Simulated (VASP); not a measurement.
# CsSnI3 (Pm-3m) in VASP: dielectric tensor with PBE

Aim: the dielectric tensor of CsSnI3 with PBE.

Everything below comes from runs of VASP 6.6.1. Logs are shortened: lines on timing, memory, paths and dates and some standing lists are left out, and cuts for length are marked.

## Step 1: The cell of the first run

The structure is cubic, space group Pm-3m (No. 221). Conventional cell: a = 6.241 Å, b = 6.241 Å, c = 6.241 Å, α = 90.00°, β = 90.00°, γ = 90.00°. Cs (site symmetry m-3m) has 12 I at 4.41 Å and 8 Sn at 5.41 Å within 5.8 Å. Sn (site symmetry m-3m) has 6 I at 3.12 Å within 4.1 Å. Within 4.1 Å of I (site symmetry 4/mmm) lie 2 Sn at 3.12 Å.

## Step 2: Dielectric tensor, PBE

The input, INCAR:

```
SYSTEM = CsSnI3
PREC = Accurate
ENCUT = 520
EDIFF = 1E-8
ISMEAR = 0
SIGMA = 0.01
LREAL = .False.
LASPH = .True.
NELM = 100
ALGO = Normal
ISIF = 2
LWAVE = .False.
LCHARG = .False.
GGA = PE
LEPSILON = .True.
```

The input, KPOINTS:

```
Automatic mesh
0
Gamma
  4 4 4
  0 0 0
```

The input, POSCAR:

```
CsSnI3
1.0
    6.2413961542      0.0000000000      0.0000000000
    0.0000000000      6.2413961542      0.0000000000
    0.0000000000      0.0000000000      6.2413961542
Cs Sn I
1 1 3
Direct
    0.0000000000      0.0000000000      0.0000000000
    0.5000000000      0.5000000000      0.5000000000
    0.0000000000      0.5000000000      0.5000000000
    0.5000000000      0.0000000000      0.5000000000
    0.5000000000      0.5000000000      0.0000000000
```

Potentials or basis: VASP PAW PBE potentials, release 64 (Cs_sv, Sn_d, I).

The run is started by

```sh
cat potpaw_PBE.64/Cs_sv/POTCAR potpaw_PBE.64/Sn_d/POTCAR potpaw_PBE.64/I/POTCAR > POTCAR
mpirun -np 1 vasp_std > vasp.out
```

OUTCAR:

```text
SYSTEM = CsSnI3
   PREC = Accurate
   ENCUT = 520
   EDIFF = 1E-8
   ISMEAR = 0
   LREAL = .False.
   LASPH = .True.
   NELM = 100
   ISIF = 2
   GGA = PE
   LEPSILON = .True.

 ion  position               nearest neighbor table
   1  0.000  0.000  0.000-
   2  0.500  0.500  0.500-   3 3.12   4 3.12   5 3.12   5 3.12   4 3.12   3 3.12
   3  0.000  0.500  0.500-   2 3.12   2 3.12
   4  0.500  0.000  0.500-   2 3.12   2 3.12
   5  0.500  0.500  0.000-   2 3.12   2 3.12

  LATTYP: Found a simple cubic cell.
 ALAT       =     6.2413961542

  Lattice vectors:

 A1 = (   6.2413961542,   0.0000000000,   0.0000000000)
 A2 = (   0.0000000000,   6.2413961542,   0.0000000000)
 A3 = (   0.0000000000,   0.0000000000,   6.2413961542)

Analysis of symmetry for initial positions (statically):
=====================================================================
 Subroutine PRICEL returns:
 Original cell was already a primitive cell.

 Routine SETGRP: Setting up the symmetry group for a
 simple cubic supercell.

 Subroutine GETGRP returns: Found 48 space group operations
 (whereof 48 operations were pure point group operations)
 out of a pool of 48 trial point group operations.

The static configuration has the point symmetry O_h .

Analysis of symmetry for dynamics (positions and initial velocities):
=====================================================================
 Subroutine PRICEL returns:
 Original cell was already a primitive cell.

 Routine SETGRP: Setting up the symmetry group for a
 simple cubic supercell.

 Subroutine GETGRP returns: Found 48 space group operations
 (whereof 48 operations were pure point group operations)
 out of a pool of 48 trial point group operations.

The dynamic configuration has the point symmetry O_h .

 Subroutine INISYM returns: Found 48 space group operations
 (whereof 48 operations are pure point group operations),
 and found     1 'primitive' translations

----------------------------------------------------------------------------------------

                                     Primitive cell

  volume of cell :     243.1337

  direct lattice vectors                    reciprocal lattice vectors
     6.241396154  0.000000000  0.000000000     0.160220562  0.000000000  0.000000000
     0.000000000  6.241396154  0.000000000     0.000000000  0.160220562  0.000000000
     0.000000000  0.000000000  6.241396154     0.000000000  0.000000000  0.160220562

  length of vectors
     6.241396154  6.241396154  6.241396154     0.160220562  0.160220562  0.160220562

  position of ions in fractional coordinates (direct lattice)
     0.000000000  0.000000000  0.000000000
     0.500000000  0.500000000  0.500000000
     0.000000000  0.500000000  0.500000000
     0.500000000  0.000000000  0.500000000
     0.500000000  0.500000000  0.000000000

  ion indices of the primitive-cell ions
   primitive index   ion index
                 1           1
                 2           2
                 3           3
                 4           4
                 5           5

----------------------------------------------------------------------------------------

 KPOINTS: Automatic mesh

Automatic generation of k-mesh.
 Grid dimensions read from file:
 generate k-points for:    4    4    4

 Generating k-lattice:

  Cartesian coordinates                     Fractional coordinates (reciprocal lattice)
     0.040055141  0.000000000  0.000000000     0.250000000  0.000000000  0.000000000
     0.000000000  0.040055141  0.000000000     0.000000000  0.250000000  0.000000000
     0.000000000  0.000000000  0.040055141     0.000000000  0.000000000  0.250000000

  Length of vectors
     0.040055141  0.040055141  0.040055141

[... 69 lines left out ...]
 non-spin polarized calculation
 Gauss-broadening in eV      SIGMA  =   0.01
  energy-cutoff  :      520.00
  volume of cell :      243.13
 maximum number of plane-waves:      6619
 NGX is ok and might be reduce to    48
   NGX = 23   NGY = 23   NGZ = 23

--------------------------------------- Ionic step        1  -------------------------------------------

 number of electron      43.9999979 magnetization

 E-fermi :   2.7866     XC(G=0):  -7.4527

 val. band max:        2.6917652054   @ k =   0.5000   0.5000   0.5000
 cond. band min:       3.0686083339   @ k =   0.5000   0.5000   0.5000
 fundamental gap:      0.3768431285
 Fermi energy:         2.7866020361

 k-point     1 :       0.0000    0.0000    0.0000
  band No.  band energies     occupation
      1     -19.5653      2.00000
      2     -19.4046      2.00000
      3     -19.4046      2.00000
      4     -19.3870      2.00000
      5     -19.3870      2.00000
      6     -19.3870      2.00000
[... 279 lines left out ...]
     25       3.0686      0.00000
     26       5.7613      0.00000

  FORCE on cell =-STRESS in cart. coord.  units (eV):
  Direction    XX          YY          ZZ          XY          YZ          ZX
  --------------------------------------------------------------------------------------
  -------------------------------------------------------------------------------------
  Total        0.7451536      0.7451536      0.7451536     -0.0000000     -0.0000000      0.0000000
  in kB        4.9103353      4.9103353      4.9103353     -0.0000000     -0.0000000      0.0000000
  external PRESSURE =       4.9103353 kB  Pullay stress =       0.0000000 kB

 VOLUME and BASIS-vectors are now :
 -----------------------------------------------------------------------------
  energy-cutoff  :      520.00
  volume of cell :      243.13
      direct lattice vectors                 reciprocal lattice vectors
     6.241396154  0.000000000  0.000000000     0.160220562  0.000000000  0.000000000
     0.000000000  6.241396154  0.000000000     0.000000000  0.160220562  0.000000000
     0.000000000  0.000000000  6.241396154     0.000000000  0.000000000  0.160220562

 POSITION                                       TOTAL-FORCE (eV/Angst)
 -----------------------------------------------------------------------------------
      0.00000      0.00000      0.00000         0.000000      0.000000      0.000000
      3.12070      3.12070      3.12070         0.000000      0.000000      0.000000
      0.00000      3.12070      3.12070         0.000000      0.000000      0.000000
      3.12070      0.00000      3.12070         0.000000      0.000000      0.000000
      3.12070      3.12070      0.00000         0.000000      0.000000      0.000000
 -----------------------------------------------------------------------------------
    total drift:                                0.000000     -0.000000     -0.000000

  FREE ENERGIE OF THE ION-ELECTRON SYSTEM (eV)
  ---------------------------------------------------
  free  energy   TOTEN  =       -13.9635112441 eV

  energy  without entropy=      -13.9635112441  energy(sigma->0) =      -13.96351124

 HEAD OF MICROSCOPIC STATIC DIELECTRIC TENSOR (INDEPENDENT PARTICLE, excluding Hartree and local field effects)
 ------------------------------------------------------
          45.117028     0.000000    -0.000000
          -0.000000    45.117028    -0.000000
           0.000000     0.000000    45.117028
 ------------------------------------------------------

 Free energy of the ion-electron system (eV)
  ---------------------------------------------------
  ---------------------------------------------------
  free energy    TOTEN  =       -30.12228756 eV

  energy without entropy =      -30.12228756

------------------------ aborting loop because EDIFF is reached ----------------------------------------

--------------------------------------- Ionic step        2  -------------------------------------------

------------------------ aborting loop because EDIFF is reached ----------------------------------------

--------------------------------------- Ionic step        3  -------------------------------------------

 Free energy of the ion-electron system (eV)
  ---------------------------------------------------
  ---------------------------------------------------
  free energy    TOTEN  =       -30.12229144 eV

  energy without entropy =      -30.12229144

------------------------ aborting loop because EDIFF is reached ----------------------------------------

 PIEZOELECTRIC TENSOR FIELD DIRECTION 3  (e Angst)
 -----------------------------------------------------------------------------
    -0.00383  0.00000  0.00000           (  0.00000  0.00000  0.00000)
     0.00000 -0.00383 -0.00000           (  0.00000  0.00000 -0.00000)
    -0.00000  0.00000  0.00408           (  0.00000 -0.00000  0.00001)

 PIEZOELECTRIC TENSOR FIELD DIRECTION 3  (C/m^2)
 -----------------------------------------------------------------------------
    -0.00025  0.00000  0.00000
     0.00000 -0.00025 -0.00000
    -0.00000  0.00000  0.00027

 MACROSCOPIC STATIC DIELECTRIC TENSOR (including local field effects in DFT)
 ------------------------------------------------------
          43.621458    -0.000000    -0.000000
           0.000000    43.621458    -0.000000
          -0.000000     0.000000    43.621458
 ------------------------------------------------------

 PIEZOELECTRIC TENSOR (including local field effects)  for field in x, y, z        (e  Angst)
          XX          YY          ZZ          XY          YZ          ZX
  --------------------------------------------------------------------------------
  x     0.00000     0.00000     0.00000     0.00000     0.00000     0.00000
  y     0.00000     0.00000     0.00000     0.00000     0.00000     0.00000
  z     0.00000     0.00000     0.00000     0.00000     0.00000     0.00000

 PIEZOELECTRIC TENSOR (including local field effects)  for field in x, y, z        (C/m^2)
          XX          YY          ZZ          XY          YZ          ZX
  --------------------------------------------------------------------------------
  x     0.00000     0.00000     0.00000     0.00000     0.00000     0.00000
  y     0.00000     0.00000     0.00000     0.00000     0.00000     0.00000
  z     0.00000     0.00000     0.00000     0.00000     0.00000     0.00000

 BORN EFFECTIVE CHARGES (including local field effects) (in |e|, cummulative output)
 ---------------------------------------------------------------------------------
 ion    1
    1     1.80731     0.00000    -0.00000
    2     0.00000     1.80731     0.00000
    3     0.00000     0.00000     1.80731
 ion    2
    1     6.04725     0.00000     0.00000
    2     0.00000     6.04725     0.00000
    3     0.00000     0.00000     6.04725
 ion    3
    1   -12.28235     0.00000    -0.00000
    2     0.00000     2.21389    -0.00000
    3    -0.00000    -0.00000     2.21389
 ion    4
    1     2.21389     0.00000     0.00000
    2     0.00000   -12.28235     0.00000
    3     0.00000     0.00000     2.21389
 ion    5
    1     2.21389    -0.00000    -0.00000
    2    -0.00000     2.21389    -0.00000
    3    -0.00000    -0.00000   -12.28235
```

Run time: 17 min. Hardware: 1 thread of Intel Xeon Platinum 8259CL at 2.50GHz (Skylake/Cascade Lake), shared host; peak memory 0.61 GiB.

What came out:

| Quantity | Value |
| --- | --- |
| Band gap on the k mesh | 0.38 eV |
| Electronic dielectric tensor (diagonal) | 43.62 |
| Born charges (mean of the diagonal) | Cs +1.81; Sn +6.05; I -2.62 e |

Levels at points of the mesh, in eV from the valence-band top:
```tsv
k point	band 18	band 19	band 20	band 21	band 22	band 23	band 24	band 25	band 26
(0.00, 0.00, 0.00)	-2.24	-2.24	-2.09	-2.09	-2.09	2.25	3.20	3.20	3.54
(0.50, 0.00, 0.00)	-2.48	-2.40	-2.21	-2.21	-1.52	1.13	3.76	3.98	4.29
(0.50, 0.50, 0.00)	-2.54	-2.54	-2.44	-1.68	-0.75	0.81	0.81	3.97	4.26
(0.50, 0.50, 0.50)	-2.43	-1.66	-1.66	-1.66	0.00	0.38	0.38	0.38	3.07
```

Electronic dielectric tensor:
```
43.62  0.00  0.00
 0.00 43.62  0.00
 0.00  0.00 43.62
```

Born effective charge tensors (e):
atom 1, Cs
```
1.81 0.00 0.00
0.00 1.81 0.00
0.00 0.00 1.81
```
atom 2, Sn
```
6.05 0.00 0.00
0.00 6.05 0.00
0.00 0.00 6.05
```
atom 3, I
```
-12.28   0.00   0.00
  0.00   2.21   0.00
  0.00   0.00   2.21
```
atom 4, I
```
  2.21   0.00   0.00
  0.00 -12.28   0.00
  0.00   0.00   2.21
```
atom 5, I
```
  2.21   0.00   0.00
  0.00   2.21   0.00
  0.00   0.00 -12.28
```

Caveat: the gap is small at this level, which inflates the dielectric constant; semilocal functionals underestimate gaps, and a narrow one can read as zero; spin-orbit coupling is left out, which moves the levels of the heavy elements. A k mesh can miss the band edges.
